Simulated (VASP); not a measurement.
Crystal: ZnO.

```
CELL_PARAMETERS angstrom
2.68821 0.00000 0.00000
0.00000 2.68821 0.00000
0.00000 0.00000 2.68821
ATOMIC_POSITIONS crystal
Zn 0.00000 0.00000 0.00000
O 0.50000 0.50000 0.50000
```

* Program: VASP 6.6.1
* Task: relaxation of cell and atoms
* Functional: HSE06
* Potentials or basis: VASP PAW PBE potentials, release 64 (Zn, O)
* Cutoff: 600 eV
* k mesh: 5 × 5 × 5
* Occupations: fermi-dirac, width 0.05 eV
* Spin: no spin polarisation

At the start: pressure -7.3 GPa; volume 9.71 Å³/atom.

How do energy, volume and symmetry change on relaxing?

Over 3 steps the energy falls by 9.5 meV/atom and the volume is 9.31 Å³/atom (-4.2 %); space group Pm-3m (No. 221, to 0.1 Å) before and after.

The path:
```csv
step,energy change (eV),largest force (eV/Å),pressure (GPa),volume (Å³)
1,0.0000,0.0000,-7.33,19.43
2,-0.0134,0.0000,4.54,18.20
3,-0.0191,0.0000,-0.12,18.62
```

Final structure:
```
Zn O
1.0
     2.65049    0.00000    0.00000
     0.00000    2.65049    0.00000
     0.00000    0.00000    2.65049
Zn O
1 1
Direct
  0.00000 0.00000 0.00000
  0.50000 0.50000 0.50000
```

Caveat: the k points lie up to 0.47 Å⁻¹ apart in the final cell; the PAW data sets were made with another functional, which shifts forces and pressure a little.
